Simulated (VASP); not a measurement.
A run of VASP 6.6.1 is set up as follows.

Contents of INCAR:

```
PREC = Accurate ; ENCUT = 520
EDIFF = 1E-6 ; ISMEAR = 0
SIGMA = 0.05 ; LREAL = False
LASPH = True ; NELM = 100
ALGO = Normal ; ISIF = 2
LWAVE = False ; LCHARG = False
LDIPOL = True ; IDIPOL = 3
DIPOL = 0.5 0.5 0.361 ; GGA = CA
NBANDS = 32
```

KPOINTS

```
regular mesh
0
Gamma
  6 6 1
```

Contents of POSCAR:

```
ZnCd2Te2
1.0
    4.5325544674      0.0000000000      0.0000000000
   -2.2662772337      3.9253073128      0.0000000000
    0.0000000000      0.0000000000     19.8672286441
Te Cd Zn
2 2 1
Direct
    0.0000000000      0.0000000000      0.2013365866
    0.3333333333      0.6666666667      0.3964595968
    0.3333333333      0.6666666667      0.2479059306
    0.6666666667      0.3333333333      0.4211573136
    0.7777777778      0.7777777778      0.5390824775
```

Potentials or basis: VASP PAW LDA potentials, release 64 (Te, Cd, Zn).

Command:

```sh
$ cat potpaw_LDA.64/Te/POTCAR potpaw_LDA.64/Cd/POTCAR potpaw_LDA.64/Zn/POTCAR > POTCAR
$ mpirun -np 1 vasp_std > vasp.out
```

Task: Predict the band gap on the k mesh.

Result: Zero (filled and empty bands touch).

Task: What does it give for the largest force?

Result: 0.511 eV/Å.

Forces on the atoms (eV/Å):
```
Te  -0.015  0.016  0.340
Te  -0.169 -0.011 -0.482
Cd  -0.006 -0.004 -0.308
Cd   0.062  0.033  0.438
Zn   0.128 -0.034  0.012
```

Caveat: spin-orbit coupling is left out, which moves the levels of the heavy elements.
